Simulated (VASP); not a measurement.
Runs of VASP 6.6.1 on N. The structure is that of space group P6_3/mmc (No. 194), or close to it. The cells are those of the table. 

| task | cell | k mesh | cutoff (eV) | smearing | gap on the mesh (eV) | pressure (GPa) | relaxed volume (Å³/atom) |
| --- | --- | --- | --- | --- | --- | --- | --- |
| single point | a = 2.614, b = 2.614, c = 2.486 Å, angles 90.0, 90.0, 120.0°, 2 atoms | 18 × 18 × 18 | 520 | gaussian 0.1 eV | none | -0.1 | - |
| single point | a = 2.615, b = 2.615, c = 2.486 Å, angles 90.0, 90.0, 120.0°, 2 atoms | 18 × 18 × 16 | 520 | fermi-dirac 0.15 eV | none | -0.1 | - |
| single point | a = 2.614, b = 2.614, c = 2.486 Å, angles 90.0, 90.0, 120.0°, 2 atoms | 18 × 18 × 16 | 520 | gaussian 0.1 eV | none | -0.1 | - |
| relaxation of cell and atoms | relaxed from a = 2.614, b = 2.614, c = 2.486 Å, angles 90.0, 90.0, 120.0°, 2 atoms | 18 × 18 × 16 | 600 | fermi-dirac 0.15 eV | none | 0.0 | 7.35 |
| relaxation of cell and atoms | relaxed from a = 2.614, b = 2.614, c = 2.486 Å, angles 90.0, 90.0, 120.0°, 2 atoms | 18 × 18 × 16 | 600 | gaussian 0.1 eV | none | 0.0 | (a) |

Alike in all rows: level PBE+D3(BJ); potentials or basis VASP PAW PBE potentials, release 64 (N); no spin polarisation.

Q: Fill in the values left out.

A: (a) 7.34.

Caveats: pairwise dispersion overbinds metals, which lowers pressure and volume.

A gap of «none» marks levels without a gap at the run's occupations.
